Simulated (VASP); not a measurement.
Crystal: V.

```xyz
1
Lattice="-1.5244 1.5244 1.5244 1.5244 -1.5244 1.5244 1.5244 1.5244 -1.5244" Properties=species:S:1:pos:R:3 pbc="T T T"
V     0.0000    0.0000    0.0000
```

Base run:

```yaml
Program: VASP 6.6.1
Functional: PBE
Potentials_or_basis: VASP PAW PBE potentials, release 64 (V_sv)
Cutoff: 520 eV
k_mesh: 12 × 12 × 12
Occupations: fermi-dirac, width 0.05 eV
Spin: collinear spin, ferromagnetic start
Starting_moments: "[2.0] μB"
```

Its results: pressure -8.2 GPa; net moment 0.00 μB per cell.

After a change of settings the same cell gave: pressure -16.6 GPa; net moment 0.00 μB per cell. Which change was it?
A. functional from PBE to LDA; potentials or basis from VASP PAW PBE potentials, release 64 (V_sv) to VASP PAW LDA potentials, release 64 (V_sv)
B. functional from PBE to revPBE; dispersion from none to D3(BJ)
C. functional from PBE to r2SCAN
D. functional from PBE to PBEsol; dispersion from none to D4

D.

Caveats: the PAW data sets were made with another functional, which shifts forces and pressure a little (some runs); pairwise dispersion overbinds metals, which lowers pressure and volume (some runs).
